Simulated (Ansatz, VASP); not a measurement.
**BaZrO3: VASP and Ansatz over several settings**

```
Ba Zr O
1.0
     4.21910    0.00000    0.00000
     0.00000    4.21910    0.00000
     0.00000    0.00000    4.21910
Ba Zr O
1 1 3
Direct
  0.00000 0.00000 0.00000
  0.50000 0.50000 0.50000
  0.50000 0.50000 0.00000
  0.50000 0.00000 0.50000
  0.00000 0.50000 0.50000
```

Single points on this cell with VASP 6.6.1 and Ansatz 0.2.0. Each row is one pair of runs. Alike in all rows: spin: off; k mesh: 6 × 6 × 6; smearing: fermi-dirac, width 0.05 eV.

```tsv
level	VASP's potentials, cutoff	Ansatz's potentials, cutoff	gap on the k mesh at the Fermi level (eV), VASP	gap on the k mesh at the Fermi level (eV), Ansatz	least direct gap on the mesh (eV), VASP	least direct gap on the mesh (eV), Ansatz
LDA	VASP PAW LDA potentials, release 64 (Ba_sv, Zr_sv, O), 520 eV	Ansatz PAW, 420 eV	3.03	3.09	3.27	3.30
r2SCAN	VASP PAW PBE potentials, release 64 (Ba_sv, Zr_sv, O), 520 eV	Ansatz PAW, 500 eV	3.65	3.71	3.92	3.94
PBE	VASP PAW PBE potentials, release 64 (Ba_sv, Zr_sv, O_h), 910 eV	Ansatz PAW, 420 eV	?	3.19	?	3.41
```

Problem. Fill in what VASP gave in row 3.

Solution. gap on the k mesh at the Fermi level (eV): 3.15; least direct gap on the mesh (eV): 3.39.

Neither program's run includes spin-orbit coupling. Noted on VASP's runs: the cutoff is short for stress, so the pressure is rough.
